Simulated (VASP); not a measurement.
# SnSe (Fm-3m) in VASP: settings compared

SnSe is run at these levels: RPBE+D4, PBE exchange alone, LDA; tasks: single point.

Program: VASP 6.6.1. These are calculated values, not measurements. Logs are shortened: lines on timing, memory, paths and dates and some standing lists are left out, and cuts for length are marked.

## (1) The cell of the first run

Symmetry: Fm-3m, No. 225, cubic system. Conventional cell: a = 6.020 Å, b = 6.020 Å, c = 6.020 Å, α = 90.00°, β = 90.00°, γ = 90.00°. Sn (site symmetry m-3m) has 6 Se at 3.01 Å within 4.0 Å. Within 4.0 Å of Se (site symmetry m-3m) lie 6 Sn at 3.01 Å.

## (2) Single point, RPBE+D4

INCAR reads:

```
SYSTEM = SnSe
ALGO = Normal
EDIFF = 1E-6
ENCUT = 520
GGA = RP
ISIF = 2
ISMEAR = -1
IVDW = 13
LASPH = .True.
LCHARG = .True.
LELF = .True.
LREAL = .False.
LVHAR = .True.
LWAVE = .False.
NBANDS = 17
NELM = 80
PREC = Accurate
SIGMA = 0.05
```

KPOINTS reads:

```
k-points
0
Gamma
  8 8 8
  0 0 0
```

POSCAR reads:

```
SnSe
1.0
    0.0000000000      3.0100000000      3.0100000000
    3.0100000000      0.0000000000      3.0100000000
    3.0100000000      3.0100000000      0.0000000000
Sn Se
1 1
Direct
    0.0000000000      0.0000000000      0.0000000000
    0.5000000000      0.5000000000      0.5000000000
```

Potentials or basis: VASP PAW PBE potentials, release 64 (Sn_d, Se).

Launch:

```sh
$ cat potpaw_PBE.64/Sn_d/POTCAR potpaw_PBE.64/Se/POTCAR > POTCAR
$ mpirun -np 1 vasp_std > vasp.out
```

OUTCAR:

```text
SYSTEM = SnSe
   EDIFF = 1E-6
   ENCUT = 520
   GGA = RP
   ISIF = 2
   ISMEAR = -1
   IVDW = 13
   LASPH = .True.
   LREAL = .False.
   NELM = 80
   PREC = Accurate

 ion  position               nearest neighbor table
   1  0.000  0.000  0.000-   2 3.01   2 3.01   2 3.01   2 3.01   2 3.01   2 3.01
   2  0.500  0.500  0.500-   1 3.01   1 3.01   1 3.01   1 3.01   1 3.01   1 3.01

  LATTYP: Found a face centered cubic cell.
 ALAT       =     6.0200000000

  Lattice vectors:

 A1 = (   0.0000000000,   3.0100000000,   3.0100000000)
 A2 = (   3.0100000000,   0.0000000000,   3.0100000000)
 A3 = (   3.0100000000,   3.0100000000,   0.0000000000)

Analysis of symmetry for initial positions (statically):
=====================================================================
 Subroutine PRICEL returns:
 Original cell was already a primitive cell.

 Routine SETGRP: Setting up the symmetry group for a
 face centered cubic supercell.

 Subroutine GETGRP returns: Found 48 space group operations
[... 9 lines left out ...]

 Routine SETGRP: Setting up the symmetry group for a
 face centered cubic supercell.

 Subroutine GETGRP returns: Found 48 space group operations
[... 11 lines left out ...]
                                     Primitive cell

  volume of cell :      54.5418

  direct lattice vectors                    reciprocal lattice vectors
     0.000000000  3.010000000  3.010000000    -0.166112957  0.166112957  0.166112957
     3.010000000  0.000000000  3.010000000     0.166112957 -0.166112957  0.166112957
     3.010000000  3.010000000  0.000000000     0.166112957  0.166112957 -0.166112957

  length of vectors
     4.256782823  4.256782823  4.256782823     0.287716081  0.287716081  0.287716081

  position of ions in fractional coordinates (direct lattice)
     0.000000000  0.000000000  0.000000000
     0.500000000  0.500000000  0.500000000

  ion indices of the primitive-cell ions
   primitive index   ion index
                 1           1
                 2           2

----------------------------------------------------------------------------------------

 KPOINTS: k-points

Automatic generation of k-mesh.
 Grid dimensions read from file:
 generate k-points for:    8    8    8

 Generating k-lattice:

  Cartesian coordinates                     Fractional coordinates (reciprocal lattice)
    -0.020764120  0.020764120  0.020764120     0.125000000  0.000000000  0.000000000
     0.020764120 -0.020764120  0.020764120     0.000000000  0.125000000  0.000000000
     0.020764120  0.020764120 -0.020764120     0.000000000  0.000000000  0.125000000

  Length of vectors
[... 54 lines left out ...]
   NELM   =     80;   NELMIN=  2; NELMDL= -5     # of ELM steps
   EDIFF  = 0.1E-05   stopping-criterion for ELM
   LREAL  =      F    real-space projection
   EDIFFG = 0.1E-04   stopping-criterion for IOM
   NSW    =      0    number of steps for IOM
   IBRION =     -1    ionic relax: 0-MD 1-quasi-New 2-CG
   NFREE  =      0    steps in history (QN), initial steepest desc. (CG)
   ISIF   =      2    stress and relaxation
   ISYM   =      2    0-nonsym 1-usesym 2-fastsym
   POTIM  = 0.5000    time-step for ionic-motion
   TEBEG  =    0.0;   TEEND  =   0.0 temperature during run
   PSTRESS=    0.0 pullay stress
   NELECT =      20.0000    total number of electrons
   NUPDOWN=      -1.0000    fix difference up-down
   EMIN   =  10.00;   EMAX   =-10.00  energy-range for DOS
   EFERMI =   0.00;   METHOD = LEGACY
   ISMEAR =    -1;   SIGMA  =   0.05  broadening in eV -4-tet -1-fermi 0-gaus
   EFERMI_NEDOS =   21; number of points for ismear=-14 and -15
   IALGO  =     38    algorithm
   IMIX   =      4    mixing-type and parameters
     AMIX     =   0.40;   BMIX     =  1.00
     AMIX_MAG =   1.60;   BMIX_MAG =  1.00
  volume/ion in A,a.u.               =      27.27       184.03
  Fermi-wavevector in a.u.,A,eV,Ry     =   1.171768  2.214321 18.681350  1.373040
  Thomas-Fermi vector in A             =   2.308207
   LORBIT       =      0    0 simple, 1 ext, 2 COOP (PROOUT), +10 PAW based schemes
   GGA     = RP    functional components
   LHFCALC =     F    Hartree Fock is set to
   AEXX    =    0.0000 exact exchange contribution
   IVDW    =    13    specifies the selected vdW correction
   LEPSILON=     F    determine dielectric tensor
   LRPA    =     F    only Hartree local field effects (RPA)
 non-spin polarized calculation
  energy-cutoff  :      520.00
  volume of cell :       54.54
 maximum number of plane-waves:      1480
   NGX = 15   NGY = 15   NGZ = 15

 number of electron      20.0000005 magnetization

 Free energy of the ion-electron system (eV)
  ---------------------------------------------------
  ext. energy  EPLUGINS =         0.00000000
  ---------------------------------------------------
  free energy    TOTEN  =        -7.51143839 eV

  energy without entropy =       -7.51137749  energy(sigma->0) =       -7.51140794

 E-fermi :   6.0285     XC(G=0):  -9.4752

 val. band max:        5.7680905422   @ k =   0.5000   0.0000   0.0000
 cond. band min:       6.3097885220   @ k =   0.5000   0.0000   0.0000
 fundamental gap:      0.5416979797
 Fermi energy:         6.0284754840

 k-point     1 :       0.0000    0.0000    0.0000
  band No.  band energies     occupation
      1     -15.9770      2.00000
      2     -15.9770      2.00000
      3     -15.9770      2.00000
      4     -15.9718      2.00000
      5     -15.9718      2.00000
      6      -8.1434      2.00000
[... 457 lines left out ...]
      4     -15.9680      2.00000
      5     -15.9629      2.00000
      6      -7.0672      2.00000
[... 9 lines left out ...]
     16      16.5423      0.00000
     17      16.5890      0.00000

 [... further k-points ...]

------------------------ aborting loop because EDIFF is reached ----------------------------------------

  DFT-D4 for vdW energy calculation

  Edisp (eV):   -1.46004

  FORCE on cell =-STRESS in cart. coord.  units (eV):
  Direction    XX          YY          ZZ          XY          YZ          ZX
  --------------------------------------------------------------------------------------
  -------------------------------------------------------------------------------------
  Total      -0.56706    -0.56706    -0.56706    -0.00000    -0.00000    -0.00000
  in kB     -16.65755   -16.65755   -16.65755    -0.00000    -0.00000    -0.00000
  external pressure =      -16.66 kB  Pullay stress =        0.00 kB

 VOLUME and BASIS-vectors are now :
 -----------------------------------------------------------------------------
  energy-cutoff  :      520.00
  volume of cell :       54.54
      direct lattice vectors                 reciprocal lattice vectors
     0.000000000  3.010000000  3.010000000    -0.166112957  0.166112957  0.166112957
     3.010000000  0.000000000  3.010000000     0.166112957 -0.166112957  0.166112957
     3.010000000  3.010000000  0.000000000     0.166112957  0.166112957 -0.166112957

 POSITION                                       TOTAL-FORCE (eV/Angst)
 -----------------------------------------------------------------------------------
      0.00000      0.00000      0.00000        -0.000000      0.000000     -0.000000
      3.01000      3.01000      3.01000         0.000000     -0.000000      0.000000
 -----------------------------------------------------------------------------------
    total drift:                                0.000000     -0.000000     -0.000000

  FREE ENERGIE OF THE ION-ELECTRON SYSTEM (eV)
  ---------------------------------------------------
  free  energy   TOTEN  =        -8.9714814258 eV

  energy  without entropy=       -8.9714205267  energy(sigma->0) =       -8.97145098
```

stdout:

```text
POSCAR found type information on POSCAR SnSe
 POSCAR found :  2 types and       2 ions
 scaLAPACK will be used
 -----------------------------------------------------------------------------
|                                                                             |
|                                                                             |
|     You enforced a specific xc type in the INCAR file but a different       |
|     I HOPE YOU KNOW WHAT YOU ARE DOING!                                     |
|                                                                             |
 -----------------------------------------------------------------------------

 LDA part: xc-table for (Slater+PW92), standard interpolation
 POSCAR, INCAR and KPOINTS ok, starting setup
 FFT: planning ... GRIDC
 FFT: planning ... GRID_SOFT
 FFT: planning ... GRID
 WAVECAR not read
 entering main loop
```

Run time: 20 s. Hardware: 1 thread of Intel Xeon 6975P-C, shared host; peak memory 0.19 GiB.

Results:

```
Free energy                : -8.9715 eV
Pressure                   : -1.7 GPa
Band gap on the k mesh     : 0.54 eV, direct
Dispersion energy per atom : -0.730 eV
```

Levels at points of the mesh, in eV from the valence-band top:
```tsv
k point	band 7	band 8	band 9	band 10	band 11	band 12	band 13	band 14
(0.00, 0.00, 0.00)	-5.06	-2.27	-2.27	-2.27	4.30	4.30	4.30	5.82
(0.50, 0.00, 0.00)	-8.08	-2.03	-2.03	0.00	0.54	1.22	1.22	8.28
(0.50, 0.50, 0.00)	-6.02	-5.52	-3.70	-3.70	3.02	5.33	5.33	5.96
```

Caveat: the PAW data sets were made with another functional, which shifts forces and pressure a little; spin-orbit coupling is left out, which moves the levels of the heavy elements. A k mesh can miss the band edges.

(Continued in part 2 of 2.)
